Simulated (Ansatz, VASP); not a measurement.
# CoO in VASP and in Ansatz

```xyz
2
Lattice="-1.5080 1.5080 2.1072 1.5080 -1.5080 2.1072 1.5080 1.5080 -2.1072" Properties=species:S:1:pos:R:3 pbc="T T T"
Co   -0.0618   -0.0173    0.0544
O     0.0100   -0.0309    2.0714
```

Alike in both runs: task single point; functional PBEsol; k mesh 6 × 6 × 6; collinear spin.

|  | VASP | Ansatz |
| --- | --- | --- |
| version | VASP 6.6.1 | Ansatz 0.2.0 |
| potentials or method | VASP PAW PBE potentials, release 64 (Co, O) | plane waves, PAW |
| plane-wave cutoff (eV) | 520 | 420 |
| occupations | fermi-dirac, width 0.1 eV | fermi-dirac |
| valence electrons in the cell | 15 | 23 |

```csv
,VASP,Ansatz,Ansatz less VASP
rms of the force components (eV/Å),0.090,0.088,-0.0021
net moment per atom (μB),1.41,1.42,+0.012
size of the moment on the site where the two differ most (μB),2.48,2.37,-0.103
```

VASP's potentials were made for PBE, not for PBEsol. Site moments also hang on the region over which each program counts them. Atom by atom the forces differ by 0.003 eV/Å (rms over components). VASP's potentials hold 15 valence electrons a cell and Ansatz's 23, so a difference there can come from the potentials and not from the codes. Ansatz's warnings: stability check not made.

The k mesh is coarse, so the values compare programs but aren't converged.
